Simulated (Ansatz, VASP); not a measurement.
## Cr: VASP beside Ansatz

The input INCAR:

```
PREC = Accurate ; ENCUT = 600
EDIFF = 1E-6 ; ISMEAR = 0
SIGMA = 0.1 ; LREAL = False
LASPH = True ; NELM = 60
ALGO = Fast ; ISIF = 3
LWAVE = False ; LCHARG = False
GGA = PS ; IBRION = 2
NSW = 65 ; EDIFFG = -0.01
```

Contents of KPOINTS:

```
regular mesh
0
Gamma
  21 21 7
```

The input POSCAR:

```
Cr
1.0
    2.4566663936      0.0000000000      0.0000000000
   -1.2283331968      2.1275355055      0.0000000000
    0.0000000000      0.0000000000      6.5927197425
Cr
3
Direct
    0.0000000000      0.0000000000      0.0000000000
    0.3333333333      0.6666666667      0.3333333333
    0.6666666667      0.3333333333      0.6666666667
```

Input for Ansatz:

```yaml
crystal:
  lattice:
    - [2.4566663936, 0.0, 0.0]
    - [-1.2283331968, 2.1275355055, 0.0]
    - [0.0, 0.0, 6.5927197425]
  atoms:
    - { symbol: Cr, position: [0.0, 0.0, 0.0] }
    - { symbol: Cr, position: [0.3333333333, 0.6666666667, 0.3333333333] }
    - { symbol: Cr, position: [0.6666666667, 0.3333333333, 0.6666666667] }
basis:
  ecutwfc: 420
kpoints:
  mp_grid: { grid: [21, 21, 7] }
hamiltonian:
  xc: pbesol
scf:
  occupations: { method: gaussian, width: 0.1 }
output:
  forces: true
  stress: true
  eigenvalues: true
  populations: true
relax:
  adjacent_minimum: "off"
  f_tol: 0.01
  max_steps: 45
  cell: { stress_tol: 0.05 }
```

Alike in both runs: task relaxation of cell and atoms; functional PBEsol; k mesh 21 × 21 × 7; occupations gaussian, width 0.1 eV; no spin polarisation.

|  | VASP | Ansatz |
| --- | --- | --- |
| version | VASP 6.6.1 | Ansatz 0.2.0 |
| potentials or method | VASP PAW PBE potentials, release 64 (Cr_pv), cutoff 600 eV | scalar-relativistic, plane waves, PAW |
| valence electrons in the cell | 36 | 42 |

Ansatz gave:

```
gap on the k mesh at the Fermi level, each at its own relaxed structure (eV) : none
relaxed volume (Å³/atom)                                                     : 11.47
relaxed length of the cell vector where the two differ most in proportion (Å)              : 2.478
```

**Question.** Which values does VASP return?

**Answer.** gap on the k mesh at the Fermi level, each at its own relaxed structure (eV): none; relaxed volume (Å³/atom): 11.45; relaxed length of the cell vector where the two differ most in proportion (Å): 2.476.

VASP's potentials were made for PBE, not for PBEsol. A gap of «none» marks a metal or a gap that the smearing closes. VASP's potentials hold 36 valence electrons a cell and Ansatz's 42, so a difference there can come from the potentials and not from the codes.
